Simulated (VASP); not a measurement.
# SrNi2S2 (I4/mmm) in VASP: single point with PBE

Aim: the single point of SrNi2S2 with PBE.

Program: VASP 6.6.1. These are calculated values, not measurements. Logs are shortened: lines on timing, memory, paths and dates and some standing lists are left out, and cuts for length are marked.

## Step 1: The cell of the first run

The structure is tetragonal, space group I4/mmm (No. 139). Conventional cell: a = 3.708 Å, b = 3.708 Å, c = 12.547 Å, α = 90.00°, β = 90.00°, γ = 90.00°. Within 3.2 Å of S (site symmetry 4mm) lie 4 Ni at 2.31 Å and 4 Sr at 3.16 Å. Within 4.2 Å of Sr (site symmetry 4/mmm) lie 8 S at 3.16 Å and 8 Ni at 3.64 Å and 4 Sr at 3.71 Å. Within 3.1 Å of Ni (site symmetry -4m2) lie 4 S at 2.31 Å and 4 Ni at 2.62 Å.

## Step 2: Single point, PBE

File INCAR:

```
  ALGO = Normal
  EDIFF = 1E-6
  ENCUT = 600
  GGA = PE
  GGA_COMPAT = F
  ISIF = 2
  ISMEAR = 0
  LASPH = T
  LCHARG = F
  LREAL = F
  LWAVE = F
  NBANDS = 29
  NELM = 120
  PREC = Accurate
  SIGMA = 0.0172
```

File KPOINTS:

```
k-points
0
Gamma
  9 9 9
```

File POSCAR:

```
SrNi2S2
1.0
    0.0000000000      3.7075550000      0.0000000000
    3.7075550000      0.0000000000      0.0000000000
    1.8537780000      1.8537780000     -6.2733090000
S Sr Ni
2 1 2
Direct
    0.3600000000      0.3600000000      0.2800000000
    0.6400000000      0.6400000000      0.7200000000
    0.0000000000      0.0000000000      0.0000000000
    0.7500000000      0.2500000000      0.5000000000
    0.2500000000      0.7500000000      0.5000000000
```

Potentials or basis: VASP PAW PBE potentials, release 64 (S, Sr_sv, Ni).

The run is started by

```sh
$ cat potpaw_PBE.64/S/POTCAR potpaw_PBE.64/Sr_sv/POTCAR potpaw_PBE.64/Ni/POTCAR > POTCAR
$ mpirun -np 1 vasp_std > vasp.out
```

OUTCAR:

```text
EDIFF = 1E-6
   ENCUT = 600
   GGA = PE
   ISIF = 2
   ISMEAR = 0
   LASPH = T
   LREAL = F
   NELM = 120
   PREC = Accurate

 ion  position               nearest neighbor table
   1  0.360  0.360  0.280-   5 2.31   4 2.31   4 2.31   5 2.31   3 3.16   3 3.16   3 3.16   3 3.16

   2  0.640  0.640  0.720-   5 2.31   4 2.31   4 2.31   5 2.31   3 3.16   3 3.16   3 3.16   3 3.16

   3  0.000  0.000  0.000-   2 3.16   1 3.16   2 3.16   1 3.16   1 3.16   2 3.16   2 3.16   1 3.16
                             4 3.64   5 3.64   5 3.64   4 3.64   5 3.64   4 3.64   5 3.64   4 3.64
   4  0.750  0.250  0.500-   1 2.31   2 2.31   2 2.31   1 2.31   5 2.62   5 2.62   5 2.62   5 2.62
                             3 3.64   3 3.64   3 3.64   3 3.64
   5  0.250  0.750  0.500-   1 2.31   2 2.31   2 2.31   1 2.31   4 2.62   4 2.62   4 2.62   4 2.62
                             3 3.64   3 3.64   3 3.64   3 3.64

  LATTYP: Found a body centered tetragonal cell.
 ALAT       =     3.7075550000
 C/A-ratio  =     3.3840679370

  Lattice vectors:

 A1 = (  -1.8537780000,   1.8537770000,   6.2733090000)
 A2 = (   1.8537770000,  -1.8537780000,   6.2733090000)
 A3 = (   1.8537780000,   1.8537780000,  -6.2733090000)

Analysis of symmetry for initial positions (statically):
=====================================================================
 Subroutine PRICEL returns:
 Original cell was already a primitive cell.

 Routine SETGRP: Setting up the symmetry group for a
 body centered tetragonal supercell.

 Subroutine GETGRP returns: Found 16 space group operations
 (whereof 16 operations were pure point group operations)
 out of a pool of 16 trial point group operations.

The static configuration has the point symmetry D_4h.

Analysis of symmetry for dynamics (positions and initial velocities):
=====================================================================
 Subroutine PRICEL returns:
 Original cell was already a primitive cell.

 Routine SETGRP: Setting up the symmetry group for a
 body centered tetragonal supercell.

 Subroutine GETGRP returns: Found 16 space group operations
 (whereof 16 operations were pure point group operations)
 out of a pool of 16 trial point group operations.

The dynamic configuration has the point symmetry D_4h.

 Subroutine INISYM returns: Found 16 space group operations
 (whereof 16 operations are pure point group operations),
 and found     1 'primitive' translations

----------------------------------------------------------------------------------------

                                     Primitive cell

  volume of cell :      86.2327

  direct lattice vectors                    reciprocal lattice vectors
     0.000000000  3.707555000  0.000000000     0.000000000  0.269719532  0.079702775
     3.707555000  0.000000000  0.000000000     0.269719532  0.000000000  0.079702775
     1.853778000  1.853778000 -6.273309000     0.000000000  0.000000000 -0.159405507

  length of vectors
     3.707555000  3.707555000  6.799072845     0.281249281  0.281249281  0.159405507

  position of ions in fractional coordinates (direct lattice)
     0.360000000  0.360000000  0.280000000
     0.640000000  0.640000000  0.720000000
     0.000000000  0.000000000  0.000000000
     0.750000000  0.250000000  0.500000000
     0.250000000  0.750000000  0.500000000

  ion indices of the primitive-cell ions
   primitive index   ion index
                 1           1
                 2           2
                 3           3
                 4           4
                 5           5

----------------------------------------------------------------------------------------

 KPOINTS: k-points

Automatic generation of k-mesh.
 Grid dimensions read from file:
 generate k-points for:    9    9    9

 Generating k-lattice:

  Cartesian coordinates                     Fractional coordinates (reciprocal lattice)
     0.000000000  0.029968837  0.008855864     0.111111111  0.000000000  0.000000000
     0.029968837  0.000000000  0.008855864     0.000000000  0.111111111  0.000000000
     0.000000000  0.000000000 -0.017711723     0.000000000  0.000000000  0.111111111

  Length of vectors
     0.031249920  0.031249920  0.017711723

  Shift w.r.t. Gamma in fractional coordinates (k-lattice)
     0.000000000  0.000000000  0.000000000

 Subroutine IBZKPT returns following result:
 ===========================================

 Found     75 irreducible k-points:

 Following reciprocal coordinates:
            Coordinates               Weight
  0.000000  0.000000  0.000000      1.000000
  0.111111  0.000000  0.000000      8.000000
  0.222222  0.000000  0.000000      8.000000
  0.333333  0.000000  0.000000      8.000000
  0.444444  0.000000  0.000000      8.000000
  0.111111  0.111111  0.000000      8.000000
[... 16 lines left out ...]
 -0.333333  0.333333  0.000000      4.000000
  0.444444  0.444444  0.000000      8.000000
 [... further k-points ...]
   k-points           NKPTS =     75   k-points in BZ     NKDIM =     75   number of bands    NBANDS=     29
   number of dos      NEDOS =    301   number of ions     NIONS =      5
   total plane-waves  NPLWV =  48600
   dimension x,y,z NGX =    30 NGY =   30 NGZ =   54
   dimension x,y,z NGXF=    60 NGYF=   60 NGZF=  108
   ions per type =               2   1   2
   NGX,Y,Z   is equivalent  to a cutoff of  13.45, 13.45, 13.20 a.u.
   NGXF,Y,Z  is equivalent  to a cutoff of  26.90, 26.90, 26.41 a.u.
 SYSTEM =  unknown system
   PREC   = accura    normal or accurate (medium, high low for compatibility)
   ISTART =      0    job   : 0-new  1-cont  2-samecut
   ICHARG =      2    charge: 1-file 2-atom 10-const
   ISPIN  =      1    spin polarized calculation?
   LNONCOLLINEAR =      F non collinear calculations
   LSORBIT =      F    spin-orbit coupling
   LASPH  =      T    aspherical Exc in radial PAW
   ENCUT  =  600.0 eV  44.10 Ry    6.64 a.u.   7.40  7.40 13.58*2*pi/ulx,y,z
   NELM   =    120;   NELMIN=  2; NELMDL= -5     # of ELM steps
   EDIFF  = 0.1E-05   stopping-criterion for ELM
   LREAL  =      F    real-space projection
   EDIFFG = 0.1E-04   stopping-criterion for IOM
   NSW    =      0    number of steps for IOM
   IBRION =     -1    ionic relax: 0-MD 1-quasi-New 2-CG
   NFREE  =      0    steps in history (QN), initial steepest desc. (CG)
   ISIF   =      2    stress and relaxation
   ISYM   =      2    0-nonsym 1-usesym 2-fastsym
   POTIM  = 0.5000    time-step for ionic-motion
   TEBEG  =    0.0;   TEEND  =   0.0 temperature during run
   PSTRESS=    0.0 pullay stress
   NELECT =      42.0000    total number of electrons
   NUPDOWN=      -1.0000    fix difference up-down
   EMIN   =  10.00;   EMAX   =-10.00  energy-range for DOS
   EFERMI =   0.00;   METHOD = LEGACY
   ISMEAR =     0;   SIGMA  =   0.02  broadening in eV -4-tet -1-fermi 0-gaus
   EFERMI_NEDOS =   21; number of points for ismear=-14 and -15
   IALGO  =     38    algorithm
   IMIX   =      4    mixing-type and parameters
     AMIX     =   0.40;   BMIX     =  1.00
     AMIX_MAG =   1.60;   BMIX_MAG =  1.00
  volume/ion in A,a.u.               =      17.25       116.39
  Fermi-wavevector in a.u.,A,eV,Ry     =   1.288054  2.434069 22.573185  1.659082
  Thomas-Fermi vector in A             =   2.420031
   LORBIT       =      0    0 simple, 1 ext, 2 COOP (PROOUT), +10 PAW based schemes
   GGA     = PE    functional components
   LHFCALC =     F    Hartree Fock is set to
   AEXX    =    0.0000 exact exchange contribution
   IVDW    =     0    specifies the selected vdW correction
   LEPSILON=     F    determine dielectric tensor
   LRPA    =     F    only Hartree local field effects (RPA)
 non-spin polarized calculation
 Gauss-broadening in eV      SIGMA  =   0.02
  energy-cutoff  :      600.00
  volume of cell :       86.23
 maximum number of plane-waves:      2925
 NGX is ok and might be reduce to    30
   NGX = 15   NGY = 15   NGZ = 27

 number of electron      41.9999993 magnetization

 Free energy of the ion-electron system (eV)
  ---------------------------------------------------
  ext. energy  EPLUGINS =         0.00000000
  ---------------------------------------------------
  free energy    TOTEN  =       -24.91779112 eV

  energy without entropy =      -24.91620803  energy(sigma->0) =      -24.91699957

 E-fermi :   6.7451     XC(G=0): -10.7368

 val. band max:        6.7442985485   @ k =   0.3333   0.1111   0.0000
 cond. band min:       6.7458983967   @ k =   0.4444   0.1111   0.0000
 fundamental gap:      0.0015998481
 Fermi energy:         6.7451020562

 k-point     1 :       0.0000    0.0000    0.0000
  band No.  band energies     occupation
      1     -29.0584      2.00000
      2     -11.1827      2.00000
      3     -10.9378      2.00000
      4     -10.9378      2.00000
      5      -8.0131      2.00000
      6      -6.7811      2.00000
[... 21 lines left out ...]
     28      11.9213      0.00000
     29      11.9213      0.00000

 k-point     2 :       0.1111    0.0000    0.0000
  band No.  band energies     occupation
      1     -29.0547      2.00000
      2     -11.1675      2.00000
      3     -11.0074      2.00000
      4     -10.9322      2.00000
      5      -7.9166      2.00000
      6      -6.7976      2.00000
[... 21 lines left out ...]
     28      11.9753      0.00000
     29      12.2319      0.00000

 k-point     3 :       0.2222    0.0000    0.0000
  band No.  band energies     occupation
      1     -29.0453      2.00000
      2     -11.1739      2.00000
      3     -11.1276      2.00000
      4     -10.9180      2.00000
      5      -7.6691      2.00000
      6      -6.8409      2.00000
[... 21 lines left out ...]
     28      11.9795      0.00000
     29      12.0304      0.00000

 k-point     4 :       0.3333    0.0000    0.0000
  band No.  band energies     occupation
      1     -29.0346      2.00000
      2     -11.3489      2.00000
      3     -11.0805      2.00000
      4     -10.9016      2.00000
      5      -7.3690      2.00000
      6      -6.8994      2.00000
[... 21 lines left out ...]
     28      11.6408      0.00000
     29      12.4656      0.00000

 k-point     5 :       0.4444    0.0000    0.0000
  band No.  band energies     occupation
      1     -29.0276      2.00000
      2     -11.4569      2.00000
      3     -11.0483      2.00000
      4     -10.8909      2.00000
      5      -7.1287      2.00000
      6      -6.9730      2.00000
[... 21 lines left out ...]
     28      11.7683      0.00000
     29      12.1573      0.00000
[... 510 lines left out ...]
     28      11.8949      0.00000
     29      12.9621      0.00000

 k-point    22 :      -0.4444    0.3333   -0.0000
  band No.  band energies     occupation
      1     -29.0050      2.00000
      2     -11.3404      2.00000
      3     -11.2131      2.00000
      4     -10.9949      2.00000
      5      -6.9612      2.00000
      6      -6.7441      2.00000
[... 21 lines left out ...]
     28      12.2797      0.00000
     29      13.0415      0.00000

 k-point    23 :      -0.3333    0.3333    0.0000
  band No.  band energies     occupation
      1     -29.0117      2.00000
      2     -11.2706      2.00000
      3     -11.2197      2.00000
      4     -11.0136      2.00000
      5      -7.0909      2.00000
      6      -6.7429      2.00000
[... 21 lines left out ...]
     28      11.5305      0.00000
     29      13.2207      0.00000

 k-point    24 :       0.4444    0.4444    0.0000
  band No.  band energies     occupation
      1     -28.9984      2.00000
      2     -11.3067      2.00000
      3     -11.3006      2.00000
      4     -10.9800      2.00000
      5      -6.8813      2.00000
      6      -6.7053      2.00000
[... 21 lines left out ...]
     28      11.8743      0.00000
     29      12.4716      0.00000

 [... further k-points ...]

------------------------ aborting loop because EDIFF is reached ----------------------------------------

  FORCE on cell =-STRESS in cart. coord.  units (eV):
  Direction    XX          YY          ZZ          XY          YZ          ZX
  --------------------------------------------------------------------------------------
  -------------------------------------------------------------------------------------
  Total        0.6127610      0.6127610     -3.7107529     -0.0000000      0.0000003      0.0000003
  in kB       11.3849159     11.3849159    -68.9446757     -0.0000000      0.0000055      0.0000055
  external PRESSURE =     -15.3916146 kB  Pullay stress =       0.0000000 kB

 VOLUME and BASIS-vectors are now :
 -----------------------------------------------------------------------------
  energy-cutoff  :      600.00
  volume of cell :       86.23
      direct lattice vectors                 reciprocal lattice vectors
     0.000000000  3.707555000  0.000000000     0.000000000  0.269719532  0.079702775
     3.707555000  0.000000000  0.000000000     0.269719532  0.000000000  0.079702775
     1.853778000  1.853778000 -6.273309000     0.000000000  0.000000000 -0.159405507

 POSITION                                       TOTAL-FORCE (eV/Angst)
 -----------------------------------------------------------------------------------
      1.85378      1.85378     -1.75653         0.000000      0.000000     -0.275784
      3.70756      3.70756     -4.51678        -0.000000     -0.000000      0.275784
      0.00000      0.00000      0.00000         0.000000     -0.000000     -0.000000
      1.85378      3.70756     -3.13665         0.000000     -0.000000      0.000000
      3.70756      1.85378     -3.13665        -0.000000      0.000000     -0.000000
 -----------------------------------------------------------------------------------
    total drift:                                0.000000     -0.000000      0.000000

  FREE ENERGIE OF THE ION-ELECTRON SYSTEM (eV)
  ---------------------------------------------------
  free  energy   TOTEN  =       -24.9177911191 eV

  energy  without entropy=      -24.9162080280  energy(sigma->0) =      -24.91699957
```

Run time: 7.5 min. Hardware: 1 thread of Intel Xeon 8259CL, shared host; peak memory 0.37 GiB.

What came out:

```
Free energy            : -24.9178 eV
Pressure               : -1.5 GPa
Largest force          : 0.276 eV/Å
Band gap on the k mesh : zero (bands 21 and 22 overlap by 0.61 eV)
```

Forces on the atoms (eV/Å):
```
S    0.000  0.000 -0.276
S    0.000  0.000  0.276
Sr   0.000  0.000  0.000
Ni   0.000  0.000  0.000
Ni   0.000  0.000  0.000
```

Stress tensor (GPa, compression positive):
```
 1.14  0.00  0.00
 0.00  1.14  0.00
 0.00  0.00 -6.89
```

Levels at points of the mesh, in eV from the Fermi level:
| k point | band 19 | band 20 | band 21 | band 22 | band 23 | band 24 |
| --- | --- | --- | --- | --- | --- | --- |
| (0.00, 0.00, 0.00) | -0.08 | -0.02 | 0.49 | 0.49 | 0.75 | 1.15 |

Caveat: the stress differs along the axes, from -7 to 1 GPa; the run has no spin polarisation, though such a crystal can be magnetic. Spin polarisation is off, so any magnetic state and its effect on volume and gap are missing.
